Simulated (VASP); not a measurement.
Wanted: the native input for a VASP 6.6.1 run.

```
Task                   : single point
Functional             : PBE
Dispersion             : D3(BJ)
Potentials or basis    : VASP PAW PBE potentials, release 64 (O, C, H)
Cutoff                 : 520 eV
k mesh                 : 1 × 1 × 1
Occupations            : fermi-dirac, width 0.02 eV
Spin                   : no spin polarisation
Dipole correction      : no
Further INCAR settings : LREAL = Auto; ALGO = Normal; EDIFF = 1e-07; NBANDS = 57
```

The structure of H6C3O lies in POSCAR:

```
H6C3O
1.0
    7.5419870000      0.0000000000      0.0000000000
    0.0000000000      7.5419870000      0.0000000000
    0.0000000000      0.0000000000      7.5419870000
O C H
3 9 18
Direct
   -0.0287589995      0.9320620680      0.7311203268
    0.2288786761      0.4218914724      0.2385313048
    0.7441672864      0.6667341113      1.2098005473
   -0.0246088995      0.8041779971      0.6411572971
    0.2972956596      0.2729652013      0.2205386989
    0.7174104119      0.6559942360      1.0515796434
    0.6498552702      0.2269826241      0.5057420544
    0.6793567796      0.1710159405      0.3378685219
    0.4330291208      0.7112051506      0.7084472567
    0.4440076601      0.7000277248      0.5321409332
    0.1110184889      0.3628884537      0.8125710108
    0.1714402319      0.3381337040      0.6447239965
   -0.0552109146      0.7976412582      0.4953734341
   -0.0085388638      0.6624779385      0.6919661888
    0.3327372482      0.2127556041      0.3474548551
    0.3415943305      0.2055161326      0.0953992628
    0.7569490640      0.7604229495      0.9547351381
    0.6374845250      0.5487148148      0.9904021314
    0.6879751980      0.3542965534      0.5566702780
    0.5767047862      0.1529040026      0.6092558897
    0.7520564541      0.2406792799      0.2413952716
    0.6407197467      0.0484752891      0.2950416117
    0.5361982194      0.7865301279      0.7802983484
    0.3284943345      0.6509955533      0.7812264858
    0.5500539844      0.7619610058      0.4592821494
    0.3545219582      0.6137772446      0.4489798245
   -0.0265579880      0.3262800639      0.8527858772
    0.2001859722      0.4379084716      0.9076785733
    0.0900160661      0.3076510209      0.5291178571
    0.3117215662      0.3688948284      0.6012076128
```

The input as run:

INCAR

```
SYSTEM = H6C3O
PREC = Accurate ; ENCUT = 520
EDIFF = 1E-7 ; ISMEAR = -1
SIGMA = 0.02 ; LREAL = Auto
LASPH = .TRUE. ; NELM = 80
ALGO = Normal ; ISIF = 2
LWAVE = .FALSE. ; LCHARG = .TRUE.
GGA = PE ; IVDW = 12
LELF = .TRUE. ; LVHAR = .TRUE.
NBANDS = 57
```

KPOINTS

```
regular mesh
0
G
  1 1 1
  0 0 0
```

Potentials or basis: VASP PAW PBE potentials, release 64 (O, C, H).

The run is started by

```sh
$ cat potpaw_PBE.64/O/POTCAR potpaw_PBE.64/C/POTCAR potpaw_PBE.64/H/POTCAR > POTCAR
$ mpirun -np 1 vasp_gam > vasp.out
```

Results of the run:

| Quantity | Value |
| --- | --- |
| Pressure | -0.2 GPa |
| Largest force | 4.240 eV/Å |
| Band gap on the k mesh | 2.96 eV |
| Dispersion energy per atom | -0.037 eV |

Caveat: the k points lie up to 0.83 Å⁻¹ apart.

It took 57 s on 1 thread of Intel(R) Xeon(R) Platinum 8259CL CPU @ 2.50GHz (Skylake/Cascade Lake), on a shared host, peak memory 0.39 GiB.
